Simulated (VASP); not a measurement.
# HgGeCl4 (I-4) in VASP: single point with r2SCAN+rVV10

Aim: the single point of HgGeCl4 with r2SCAN+rVV10.

Everything below comes from runs of VASP 6.6.1. Logs are shortened: lines on timing, memory, paths and dates and some standing lists are left out, and cuts for length are marked.

## (1) The cell of the first run

The structure is tetragonal, space group I-4 (No. 82). The conventional cell has a = 6.552 Å, b = 6.552 Å, c = 7.395 Å, α = 90.00°, β = 90.00°, γ = 90.00°. Within 3.3 Å of Hg (site symmetry -4) lie 4 Cl at 2.53 Å. Within 3.4 Å of Ge (site symmetry -4) lie 4 Cl at 2.58 Å. Within 3.3 Å of Cl (site symmetry 1) lie 1 Hg at 2.53 Å and 1 Ge at 2.58 Å.

## (2) Single point, r2SCAN+rVV10

The input, POSCAR:

```
HgGeCl4
1.0
   -3.2762017524      3.2762017524      3.6977354718
    3.2762017524     -3.2762017524      3.6977354718
    3.2762017524      3.2762017524     -3.6977354718
Hg Ge Cl
1 1 4
Direct
    0.2500000000      0.7500000000      0.5000000000
    0.0000000000      0.0000000000      0.0000000000
    0.3911789485      0.3817689030      0.5183651410
    0.6182310970      0.1365962380      1.0094100456
    0.8634037620      0.8728138076      0.4816348590
    0.1271861924      0.6088210515     -0.0094100456
```

The input, INCAR.step1:

```
SYSTEM = HgGeCl4
PREC = Accurate
ENCUT = 550
ISMEAR = -1
SIGMA = 0.03
LREAL = .False.
LASPH = .True.
NELM = 120
NBANDS = 36
GGA = PE
ALGO = Normal
EDIFF = 1E-5
LWAVE = .True.
LCHARG = .False.
GGA_COMPAT = .False.
```

The input, INCAR.step2:

```
SYSTEM = HgGeCl4
PREC = Accurate
ENCUT = 550
EDIFF = 1E-6
ISMEAR = -1
SIGMA = 0.03
LREAL = .False.
LASPH = .True.
NELM = 120
ALGO = Normal
ISIF = 2
LWAVE = .False.
LCHARG = .True.
METAGGA = R2SCAN
LMIXTAU = .True.
LUSE_VDW = .True.
IVDW_NL = 2
BPARAM = 11.95
CPARAM = 0.0093
LELF = .True.
LVHAR = .True.
NBANDS = 36
ISTART = 1
GGA_COMPAT = .False.
```

The input, KPOINTS:

```
Automatic mesh
0
Gamma
  6 6 6
  0 0 0
```

Potentials or basis: VASP PAW PBE potentials, release 64 (Hg, Ge_d, Cl).

Command:

```sh
$ cat potpaw_PBE.64/Hg/POTCAR potpaw_PBE.64/Ge_d/POTCAR potpaw_PBE.64/Cl/POTCAR > POTCAR
$ cp INCAR.step1 INCAR
$ mpirun -np 1 vasp_std > vasp.out
$ cp INCAR.step2 INCAR
$ mpirun -np 1 vasp_std > vasp.out
```

OUTCAR:

```text
SYSTEM = HgGeCl4
   PREC = Accurate
   ENCUT = 550
   EDIFF = 1E-6
   ISMEAR = -1
   LREAL = .False.
   LASPH = .True.
   NELM = 120
   ISIF = 2
   METAGGA = R2SCAN
   IVDW_NL = 2
   BPARAM = 11.95
   ISTART = 1

 ion  position               nearest neighbor table
   1  0.250  0.750  0.500-   3 2.53   4 2.53   5 2.53   6 2.53
   2  0.000  0.000  0.000-   6 2.58   3 2.58   5 2.58   4 2.58
   3  0.391  0.382  0.518-   1 2.53   2 2.58
   4  0.618  0.137  0.009-   1 2.53   2 2.58
   5  0.863  0.873  0.482-   1 2.53   2 2.58
   6  0.127  0.609  0.991-   1 2.53   2 2.58

  LATTYP: Found a body centered tetragonal cell.
 ALAT       =     6.5524035048
 C/A-ratio  =     1.1286653727

  Lattice vectors:

 A1 = (  -3.2762017524,   3.2762017524,   3.6977354718)
 A2 = (   3.2762017524,  -3.2762017524,   3.6977354718)
 A3 = (   3.2762017524,   3.2762017524,  -3.6977354718)

Analysis of symmetry for initial positions (statically):
=====================================================================
 Subroutine PRICEL returns:
 Original cell was already a primitive cell.

 Routine SETGRP: Setting up the symmetry group for a
 body centered tetragonal supercell.

 Subroutine GETGRP returns: Found  4 space group operations
 (whereof  4 operations were pure point group operations)
 out of a pool of 16 trial point group operations.

The static configuration has the point symmetry S_4 .

Analysis of symmetry for dynamics (positions and initial velocities):
=====================================================================
 Subroutine PRICEL returns:
 Original cell was already a primitive cell.

 Routine SETGRP: Setting up the symmetry group for a
 body centered tetragonal supercell.

 Subroutine GETGRP returns: Found  4 space group operations
 (whereof  4 operations were pure point group operations)
 out of a pool of 16 trial point group operations.

The dynamic configuration has the point symmetry S_4 .

 Subroutine INISYM returns: Found  4 space group operations
 (whereof  4 operations are pure point group operations),
 and found     1 'primitive' translations

----------------------------------------------------------------------------------------

[... 92 lines left out ...]
   ISTART =      1    job   : 0-new  1-cont  2-samecut
   ICHARG =      0    charge: 1-file 2-atom 10-const
   ISPIN  =      1    spin polarized calculation?
   LNONCOLLINEAR =      F non collinear calculations
   LSORBIT =      F    spin-orbit coupling
   LASPH  =      T    aspherical Exc in radial PAW
   ENCUT  =  550.0 eV  40.42 Ry    6.36 a.u.  11.34 11.34 11.34*2*pi/ulx,y,z
   NELM   =    120;   NELMIN=  2; NELMDL=  0     # of ELM steps
   EDIFF  = 0.1E-05   stopping-criterion for ELM
   LREAL  =      F    real-space projection
[... 7 lines left out ...]
   TEBEG  =    0.0;   TEEND  =   0.0 temperature during run
   PSTRESS=    0.0 pullay stress
   NELECT =      54.0000    total number of electrons
   NUPDOWN=      -1.0000    fix difference up-down
   EMIN   =  10.00;   EMAX   =-10.00  energy-range for DOS
   EFERMI =   0.00;   METHOD = LEGACY
   ISMEAR =    -1;   SIGMA  =   0.03  broadening in eV -4-tet -1-fermi 0-gaus
   EFERMI_NEDOS =   21; number of points for ismear=-14 and -15
   IALGO  =     38    algorithm
   IMIX   =      4    mixing-type and parameters
     AMIX     =   0.40;   BMIX     =  1.00
     AMIX_MAG =   1.60;   BMIX_MAG =  1.00
  volume/ion in A,a.u.               =      26.46       178.56
  Fermi-wavevector in a.u.,A,eV,Ry     =   1.142774  2.159530 17.768292  1.305933
  Thomas-Fermi vector in A             =   2.279471
   LORBIT       =      0    0 simple, 1 ext, 2 COOP (PROOUT), +10 PAW based schemes
   METAGGA = R2SCAN    functional components
   LHFCALC =     F    Hartree Fock is set to
   AEXX    =    0.0000 exact exchange contribution
   IVDW_NL    =     2    kernel type
   BPARAM     =11.9500
   IVDW    =     0    specifies the selected vdW correction
   LEPSILON=     F    determine dielectric tensor
   LRPA    =     F    only Hartree local field effects (RPA)
 non-spin polarized calculation
  energy-cutoff  :      550.00
  volume of cell :      158.76
 maximum number of plane-waves:      4678
 NGX is ok and might be reduce to    48
   NGX = 23   NGY = 23   NGZ = 23

 number of electron      54.0000003 magnetization

 Free energy of the ion-electron system (eV)
  ---------------------------------------------------
  ext. energy  EPLUGINS =         0.00000000
  ---------------------------------------------------
  free energy    TOTEN  =       -89.81095045 eV

  energy without entropy =      -89.81095045  energy(sigma->0) =      -89.81095045

 E-fermi :   1.2398     XC(G=0):  -9.2346

 val. band max:        0.5164247500   @ k =   0.5000   0.5000   0.5000
 cond. band min:       2.4902812151   @ k =   0.0000   0.0000   0.0000
 fundamental gap:      1.9738564651
 Fermi energy:         1.2397670690

 k-point     1 :       0.0000    0.0000    0.0000
  band No.  band energies     occupation
      1     -24.3306      2.00000
      2     -24.3252      2.00000
      3     -24.3252      2.00000
      4     -24.3108      2.00000
      5     -24.2956      2.00000
      6     -14.8760      2.00000
[... 925 lines left out ...]
     35       9.5514      0.00000
     36       9.7950      0.00000

 [... further k-points ...]

------------------------ aborting loop because EDIFF is reached ----------------------------------------

  FORCE on cell =-STRESS in cart. coord.  units (eV):
  Direction    XX          YY          ZZ          XY          YZ          ZX
  --------------------------------------------------------------------------------------
  -------------------------------------------------------------------------------------
  Total        0.1820206      0.1820206      0.0647712     -0.0000003      0.0000000      0.0000000
  in kB        1.8369356      1.8369356      0.6536652     -0.0000027      0.0000000      0.0000000
  external PRESSURE =       1.4425121 kB  Pullay stress =       0.0000000 kB

 VOLUME and BASIS-vectors are now :
 -----------------------------------------------------------------------------
  energy-cutoff  :      550.00
  volume of cell :      158.76
      direct lattice vectors                 reciprocal lattice vectors
    -3.276201752  3.276201752  3.697735472     0.000000000  0.152615754  0.135217893
     3.276201752 -3.276201752  3.697735472     0.152615754  0.000000000  0.135217893
     3.276201752  3.276201752 -3.697735472     0.152615754  0.152615754  0.000000000

 POSITION                                       TOTAL-FORCE (eV/Angst)
 -----------------------------------------------------------------------------------
      3.27620      0.00000      1.84887         0.000000     -0.000000     -0.000000
      0.00000      0.00000      0.00000         0.000000     -0.000000      0.000000
      1.66744      1.72910      0.94138        -0.034916      0.031951     -0.019849
     -1.54710      1.60876      2.75636         0.031951      0.034916      0.019849
      1.60876      1.54710      4.63911         0.034916     -0.031951     -0.019849
      4.82331      1.66744     -0.94138        -0.031951     -0.034916      0.019849
 -----------------------------------------------------------------------------------
    total drift:                               -0.000001     -0.000000      0.000000

  FREE ENERGIE OF THE ION-ELECTRON SYSTEM (eV)
  ---------------------------------------------------
  free  energy   TOTEN  =       -89.8109504488 eV

  energy  without entropy=      -89.8109504488  energy(sigma->0) =      -89.81095045
```

OUTCAR.step1:

```text
SYSTEM = HgGeCl4
   PREC = Accurate
   ENCUT = 550
   ISMEAR = -1
   LREAL = .False.
   LASPH = .True.
[... 1173 lines left out ...]
     -1.54710      1.60876      2.75636         0.068216      0.049654      0.016396
      1.60876      1.54710      4.63911         0.049654     -0.068216     -0.016396
      4.82331      1.66744     -0.94138        -0.068216     -0.049654      0.016396
 -----------------------------------------------------------------------------------
    total drift:                               -0.000001      0.000001      0.000001

  FREE ENERGIE OF THE ION-ELECTRON SYSTEM (eV)
  ---------------------------------------------------
  free  energy   TOTEN  =       -15.3300418848 eV

  energy  without entropy=      -15.3300418848  energy(sigma->0) =      -15.33004188
```

OSZICAR.step1:

```text
N       E                     dE             d eps       ncg     rms          rms(c)
DAV:   1     0.536823241662E+03    0.53682E+03   -0.25599E+04  3340   0.218E+03
DAV:   2     0.577499495466E+02   -0.47907E+03   -0.45875E+03  2960   0.682E+02
DAV:   3    -0.133671981958E+02   -0.71117E+02   -0.70399E+02  3056   0.151E+02
DAV:   4    -0.166752376026E+02   -0.33080E+01   -0.32989E+01  3008   0.404E+01
DAV:   5    -0.167710877267E+02   -0.95850E-01   -0.95804E-01  3140   0.640E+00    0.120E+01
DAV:   6    -0.153851335830E+02    0.13860E+01   -0.19996E+00  3484   0.178E+01    0.969E+00
DAV:   7    -0.153441561321E+02    0.40977E-01   -0.11628E+00  3084   0.551E+00    0.499E+00
DAV:   8    -0.153431958422E+02    0.96029E-03   -0.28952E-01  2884   0.478E+00    0.108E+00
DAV:   9    -0.153291571700E+02    0.14039E-01   -0.49256E-02  3072   0.259E+00    0.344E-01
DAV:  10    -0.153299802703E+02   -0.82310E-03   -0.79631E-03  2820   0.476E-01    0.115E-01
DAV:  11    -0.153299894342E+02   -0.91639E-05   -0.36208E-04  3200   0.144E-01    0.714E-02
DAV:  12    -0.153300365626E+02   -0.47128E-04   -0.12241E-04  2736   0.982E-02    0.122E-02
DAV:  13    -0.153300418848E+02   -0.53222E-05   -0.19704E-05  2304   0.289E-02
   1 F= -.15330042E+02 E0= -.15330042E+02  d E =-.203339E-11
```

It took 15 min on 1 thread of AMD EPYC 7R13 (Zen 3), shared host; peak memory 0.85 GiB.

What came out:

```yaml
Free_energy: -89.8110 eV
Pressure: 0.1 GPa
Largest_force: 0.051 eV/Å
Band_gap_on_the_k_mesh: 1.97 eV (least direct gap 2.62 eV)
```

Forces on the atoms (eV/Å):
```
Hg   0.000  0.000  0.000
Ge   0.000  0.000  0.000
Cl  -0.035  0.032 -0.020
Cl   0.032  0.035  0.020
Cl   0.035 -0.032 -0.020
Cl  -0.032 -0.035  0.020
```

Stress tensor (GPa, compression positive):
```
0.18 0.00 0.00
0.00 0.18 0.00
0.00 0.00 0.07
```

Caveat: the PAW data sets were made with another functional, which shifts forces and pressure a little; spin-orbit coupling is left out, which moves the levels of the heavy elements.
